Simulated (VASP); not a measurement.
Set up this calculation in VASP 6.6.1, as the native input.

```
Task                   : single point
Functional             : PBE
Potentials or basis    : VASP PAW PBE potentials, release 64 (Mg, Zn, Te)
Cutoff                 : 520 eV
k mesh                 : 6 × 6 × 4
Occupations            : gaussian, width 0.02 eV
Spin                   : no spin polarisation
Dipole correction      : no
Further INCAR settings : ALGO = Normal; EDIFF = 1e-06; NBANDS = 41
```

The structure of MgZn3Te4 lies in POSCAR:

```
MgZn3Te4
1.0
    4.4234758000      0.0000000000      0.0000000000
    0.0000000000      4.4234758000      0.0000000000
    0.0000000000      0.0000000000     12.5638084000
Mg Zn Te
1 3 4
Direct
    0.5000000000      0.5000000000      0.0000000000
    0.0000000000      0.0000000000      0.7424230000
    0.5000000000      0.5000000000      0.5000000000
    0.0000000000      0.0000000000      0.2575770000
    0.5000000000      0.0000000000      0.3788800000
    0.0000000000      0.5000000000      0.1361600000
    0.5000000000      0.0000000000      0.8638400000
    0.0000000000      0.5000000000      0.6211200000
```

The input as run:

INCAR

```
SYSTEM = MgZn3Te4
ALGO = Normal ; EDIFF = 1E-6
ENCUT = 520 ; GGA = PE
ISIF = 2 ; ISMEAR = 0
LASPH = .True. ; LCHARG = .False.
LREAL = .False. ; LWAVE = .False.
NBANDS = 41 ; NELM = 60
PREC = Accurate ; SIGMA = 0.02
```

KPOINTS

```
k-points
0
Gamma
  6 6 4
  0 0 0
```

Potentials or basis: VASP PAW PBE potentials, release 64 (Mg, Zn, Te).

Command:

```console
$ cat potpaw_PBE.64/Mg/POTCAR potpaw_PBE.64/Zn/POTCAR potpaw_PBE.64/Te/POTCAR > POTCAR
$ mpirun -np 1 vasp_std > vasp.out
```

Results of the run:

| Property | Result |
| --- | --- |
| Pressure | 0.0 GPa |
| Largest force | 0.012 eV/Å |
| Band gap on the k mesh | 1.28 eV |

Caveat: spin-orbit coupling is left out, which moves the levels of the heavy elements.

Wall time 11 min on 1 thread of Intel Xeon 8259CL, with other jobs on the host, peak memory 0.48 GiB.
